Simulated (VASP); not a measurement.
Runs of VASP 6.6.1 on GaSb3. The structure is that of space group Im-3m (No. 229), or close to it. The cells are those of the table. 

| task | cell | k mesh | cutoff (eV) | gap on the mesh (eV) | pressure (GPa) | relaxed volume (Å³/atom) |
| --- | --- | --- | --- | --- | --- | --- |
| single point | a = 5.234 Å, angles 109.5°, 4 atoms | 12 × 12 × 12 | 520 | none | 0.0 | - |
| relaxation of cell and atoms | relaxed from a = 5.584 Å, angles 109.5°, 4 atoms | 4 × 4 × 4 | 600 | none | 0.0 | 27.36 |
| relaxation of cell and atoms | relaxed from a = 5.225 Å, angles 109.5°, 4 atoms | 12 × 12 × 12 | 600 | none | 0.0 | 27.59 |
| single point | a = 5.225 Å, angles 109.5°, 4 atoms | 4 × 4 × 4 | 520 | none | (a) | - |
| single point | a = 5.584 Å, angles 109.5°, 4 atoms | 4 × 4 × 4 | 520 | none | -6.6 | - |

Alike in all rows: level PBE; potentials or basis VASP PAW PBE potentials, release 64 (Ga_d, Sb); no spin polarisation; smearing gaussian 0.1 eV.

Task: Estimate the missing entries.

Result: (a) -0.2.

Caveats: some runs use coarse meshes; spin-orbit coupling is left out, which moves the levels of the heavy elements; the volume moved by over 15 % at a fixed basis, so the end points are rough (some runs).

A k mesh can miss the band edges, and the runs leave out spin-orbit coupling on Ga, Sb.

A gap of «none» marks levels without a gap at the run's occupations.
